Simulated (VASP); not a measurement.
# PbSe (Fm-3m) in VASP: further runs

PbSe is run at these levels: r2SCAN; tasks: single point.

Everything below comes from runs of VASP 6.6.1. Logs are shortened: lines on timing, memory, paths and dates and some standing lists are left out, and cuts for length are marked.

## (1) The cell of the first run

The structure is cubic, space group Fm-3m (No. 225). Conventional cell: a = 6.239 Å, b = 6.239 Å, c = 6.239 Å, α = 90.00°, β = 90.00°, γ = 90.00°. Within 4.1 Å of Pb (site symmetry m-3m) lie 6 Se at 3.12 Å. Se (site symmetry m-3m) has 6 Pb at 3.12 Å within 4.1 Å.

## (2) Single point, r2SCAN (strain +1.0%)

Input file POSCAR:

```
PbSe
1.0
    0.0000000000      3.1195892417      3.1195892417
    3.1195892417      0.0000000000      3.1195892417
    3.1195892417      3.1195892417      0.0000000000
Pb Se
1 1
Direct
    0.0000000000      0.0000000000      0.0000000000
    0.5000000000      0.5000000000      0.5000000000
```

Input file INCAR.step1:

```
ALGO = Normal
EDIFF = 1E-4
ENCUT = 520
GGA = PE
ISMEAR = 0
LASPH = True
LCHARG = False
LREAL = False
LWAVE = True
NBANDS = 17
NELM = 100
PREC = Accurate
SIGMA = 0.01
```

Input file INCAR.step2:

```
ALGO = Normal
EDIFF = 1E-7
ENCUT = 520
ISIF = 2
ISMEAR = 0
ISTART = 1
LASPH = True
LCHARG = False
LMIXTAU = True
LREAL = False
LWAVE = False
METAGGA = R2SCAN
NBANDS = 17
NELM = 100
PREC = Accurate
SIGMA = 0.01
```

Input file KPOINTS:

```
k-points
0
Gamma
  8 8 8
```

Potentials or basis: VASP PAW PBE potentials, release 64 (Pb_d, Se).

Started as:

```
$ cat potpaw_PBE.64/Pb_d/POTCAR potpaw_PBE.64/Se/POTCAR > POTCAR
$ cp INCAR.step1 INCAR
$ mpirun -np 1 vasp_std > vasp.out
$ cp INCAR.step2 INCAR
$ mpirun -np 1 vasp_std > vasp.out
```

OUTCAR:

```text
EDIFF = 1E-7
   ENCUT = 520
   ISIF = 2
   ISMEAR = 0
   ISTART = 1
   LASPH = True
   LREAL = False
   METAGGA = R2SCAN
   NELM = 100
   PREC = Accurate

 ion  position               nearest neighbor table
   1  0.000  0.000  0.000-   2 3.12   2 3.12   2 3.12   2 3.12   2 3.12   2 3.12
   2  0.500  0.500  0.500-   1 3.12   1 3.12   1 3.12   1 3.12   1 3.12   1 3.12

  LATTYP: Found a face centered cubic cell.
 ALAT       =     6.2391784834

  Lattice vectors:

 A1 = (   0.0000000000,   3.1195892417,   3.1195892417)
 A2 = (   3.1195892417,   0.0000000000,   3.1195892417)
 A3 = (   3.1195892417,   3.1195892417,   0.0000000000)

Analysis of symmetry for initial positions (statically):
=====================================================================
 Subroutine PRICEL returns:
 Original cell was already a primitive cell.

 Routine SETGRP: Setting up the symmetry group for a
 face centered cubic supercell.

 Subroutine GETGRP returns: Found 48 space group operations
 (whereof 48 operations were pure point group operations)
 out of a pool of 48 trial point group operations.

The static configuration has the point symmetry O_h .

Analysis of symmetry for dynamics (positions and initial velocities):
=====================================================================
 Subroutine PRICEL returns:
 Original cell was already a primitive cell.

 Routine SETGRP: Setting up the symmetry group for a
 face centered cubic supercell.

 Subroutine GETGRP returns: Found 48 space group operations
 (whereof 48 operations were pure point group operations)
 out of a pool of 48 trial point group operations.

The dynamic configuration has the point symmetry O_h .

 Subroutine INISYM returns: Found 48 space group operations
 (whereof 48 operations are pure point group operations),
 and found     1 'primitive' translations

----------------------------------------------------------------------------------------

                                     Primitive cell

  volume of cell :      60.7187

  direct lattice vectors                    reciprocal lattice vectors
     0.000000000  3.119589242  3.119589242    -0.160277511  0.160277511  0.160277511
     3.119589242  0.000000000  3.119589242     0.160277511 -0.160277511  0.160277511
     3.119589242  3.119589242  0.000000000     0.160277511  0.160277511 -0.160277511

  length of vectors
     4.411765415  4.411765415  4.411765415     0.277608793  0.277608793  0.277608793

  position of ions in fractional coordinates (direct lattice)
[... 73 lines left out ...]
   ISPIN  =      1    spin polarized calculation?
   LNONCOLLINEAR =      F non collinear calculations
   LSORBIT =      F    spin-orbit coupling
   LASPH  =      T    aspherical Exc in radial PAW
   ENCUT  =  520.0 eV  38.22 Ry    6.18 a.u.   8.20  8.20  8.20*2*pi/ulx,y,z
   NELM   =    100;   NELMIN=  2; NELMDL=  0     # of ELM steps
   EDIFF  = 0.1E-06   stopping-criterion for ELM
   LREAL  =      F    real-space projection
   EDIFFG = 0.1E-05   stopping-criterion for IOM
   NSW    =      0    number of steps for IOM
   IBRION =     -1    ionic relax: 0-MD 1-quasi-New 2-CG
   NFREE  =      0    steps in history (QN), initial steepest desc. (CG)
   ISIF   =      2    stress and relaxation
   ISYM   =      2    0-nonsym 1-usesym 2-fastsym
   POTIM  = 0.5000    time-step for ionic-motion
   TEBEG  =    0.0;   TEEND  =   0.0 temperature during run
   PSTRESS=    0.0 pullay stress
   NELECT =      20.0000    total number of electrons
   NUPDOWN=      -1.0000    fix difference up-down
   EMIN   =  10.00;   EMAX   =-10.00  energy-range for DOS
   EFERMI =   0.00;   METHOD = LEGACY
   ISMEAR =     0;   SIGMA  =   0.01  broadening in eV -4-tet -1-fermi 0-gaus
   EFERMI_NEDOS =   21; number of points for ismear=-14 and -15
   IALGO  =     38    algorithm
   IMIX   =      4    mixing-type and parameters
     AMIX     =   0.40;   BMIX     =  1.00
     AMIX_MAG =   1.60;   BMIX_MAG =  1.00
  volume/ion in A,a.u.               =      30.36       204.87
  Fermi-wavevector in a.u.,A,eV,Ry     =   1.130605  2.136533 17.391875  1.278267
  Thomas-Fermi vector in A             =   2.267301
   LORBIT       =      0    0 simple, 1 ext, 2 COOP (PROOUT), +10 PAW based schemes
   METAGGA = R2SCAN    functional components
   LHFCALC =     F    Hartree Fock is set to
   AEXX    =    0.0000 exact exchange contribution
   IVDW    =     0    specifies the selected vdW correction
   LEPSILON=     F    determine dielectric tensor
   LRPA    =     F    only Hartree local field effects (RPA)
 non-spin polarized calculation
 Gauss-broadening in eV      SIGMA  =   0.01
  energy-cutoff  :      520.00
  volume of cell :       60.72
 maximum number of plane-waves:      1660
 NGX is ok and might be reduce to    36
   NGX = 17   NGY = 17   NGZ = 17

 number of electron      20.0000001 magnetization

 Free energy of the ion-electron system (eV)
  ---------------------------------------------------
  ext. energy  EPLUGINS =         0.00000000
  ---------------------------------------------------
  free energy    TOTEN  =       -71.93177518 eV

  energy without entropy =      -71.93177518  energy(sigma->0) =      -71.93177518

 E-fermi :   4.2170     XC(G=0):  -9.7872

 val. band max:        4.1733560620   @ k =   0.5000   0.0000   0.0000
 cond. band min:       4.9345479694   @ k =   0.5000   0.0000   0.0000
 fundamental gap:      0.7611919074
 Fermi energy:         4.2169691807

 k-point     1 :       0.0000    0.0000    0.0000
  band No.  band energies     occupation
      1     -13.1642      2.00000
      2     -13.1642      2.00000
      3     -13.1642      2.00000
      4     -13.1578      2.00000
      5     -13.1578      2.00000
      6      -9.4418      2.00000
[... 457 lines left out ...]
      4     -13.1474      2.00000
      5     -13.1356      2.00000
      6      -8.3067      2.00000
[... 9 lines left out ...]
     16      15.5789      0.00000
     17      15.7141      0.00000

 [... further k-points ...]
[... 5 lines left out ...]
  --------------------------------------------------------------------------------------
  -------------------------------------------------------------------------------------
  Total       -0.5446870     -0.5446870     -0.5446870      0.0000000     -0.0000000      0.0000000
  in kB      -14.3725994    -14.3725994    -14.3725994      0.0000000     -0.0000000      0.0000000
  external PRESSURE =     -14.3725994 kB  Pullay stress =       0.0000000 kB

 VOLUME and BASIS-vectors are now :
 -----------------------------------------------------------------------------
  energy-cutoff  :      520.00
  volume of cell :       60.72
      direct lattice vectors                 reciprocal lattice vectors
     0.000000000  3.119589242  3.119589242    -0.160277511  0.160277511  0.160277511
     3.119589242  0.000000000  3.119589242     0.160277511 -0.160277511  0.160277511
     3.119589242  3.119589242  0.000000000     0.160277511  0.160277511 -0.160277511

 POSITION                                       TOTAL-FORCE (eV/Angst)
 -----------------------------------------------------------------------------------
      0.00000      0.00000      0.00000         0.000000      0.000000      0.000000
      3.11959      3.11959      3.11959         0.000000     -0.000000     -0.000000
 -----------------------------------------------------------------------------------
    total drift:                               -0.000000      0.000000      0.000000

  FREE ENERGIE OF THE ION-ELECTRON SYSTEM (eV)
  ---------------------------------------------------
  free  energy   TOTEN  =       -71.9317751832 eV

  energy  without entropy=      -71.9317751832  energy(sigma->0) =      -71.93177518
```

OUTCAR.step1:

```text
EDIFF = 1E-4
   ENCUT = 520
   GGA = PE
   ISMEAR = 0
   LASPH = True
[... 701 lines left out ...]
 -----------------------------------------------------------------------------------
      0.00000      0.00000      0.00000        -0.000000     -0.000000     -0.000000
      3.11959      3.11959      3.11959         0.000000      0.000000      0.000000
 -----------------------------------------------------------------------------------
    total drift:                               -0.000000      0.000000      0.000000

  FREE ENERGIE OF THE ION-ELECTRON SYSTEM (eV)
  ---------------------------------------------------
  free  energy   TOTEN  =        -8.1979142633 eV

  energy  without entropy=       -8.1979142633  energy(sigma->0) =       -8.19791426
```

OSZICAR.step1:

```text
N       E                     dE             d eps       ncg     rms          rms(c)
DAV:   1     0.158281270132E+03    0.15828E+03   -0.95042E+03   986   0.118E+03
DAV:   2     0.331373310685E+01   -0.15497E+03   -0.14993E+03  1076   0.306E+02
DAV:   3    -0.823903234859E+01   -0.11553E+02   -0.11459E+02  1288   0.892E+01
DAV:   4    -0.851793221151E+01   -0.27890E+00   -0.27862E+00  1238   0.156E+01
DAV:   5    -0.852768279549E+01   -0.97506E-02   -0.97503E-02  1379   0.282E+00    0.270E+00
DAV:   6    -0.819843463782E+01    0.32925E+00   -0.84588E-01  1462   0.591E+00    0.146E+00
DAV:   7    -0.819461590627E+01    0.38187E-02   -0.12860E-01  1158   0.166E+00    0.835E-01
DAV:   8    -0.819842861617E+01   -0.38127E-02   -0.15022E-02  1181   0.127E+00    0.195E-01
DAV:   9    -0.819781920289E+01    0.60941E-03   -0.33266E-03  1471   0.514E-01    0.623E-02
DAV:  10    -0.819791426326E+01   -0.95060E-04   -0.25608E-04  1101   0.911E-02
   1 F= -.81979143E+01 E0= -.81979143E+01  d E =-.146275E-50
```

Run time: 82 s. Hardware: 1 thread of AMD EPYC 9R45 (Zen 5), shared host; peak memory 0.19 GiB.

What came out:

```
Free energy            : -71.9318 eV
Pressure               : -1.4 GPa
Band gap on the k mesh : 0.76 eV
```

Levels at points of the mesh, in eV from the valence-band top:
```csv
k point,band 8,band 9,band 10,band 11,band 12,band 13
"(0.00, 0.00, 0.00)",-1.71,-1.71,-1.71,4.95,4.95,4.95
"(0.50, 0.00, 0.00)",-1.33,-1.33,0.00,0.76,2.08,2.08
"(0.50, 0.50, 0.00)",-4.62,-2.98,-2.98,4.30,5.81,5.81
```

Caveat: the cell differs from its parent crystal (strain +1.0%); the PAW data sets were made with another functional, which shifts forces and pressure a little; spin-orbit coupling is left out, which moves the levels of the heavy elements. A k mesh can miss the band edges.

(Continued in part 2 of 2.)
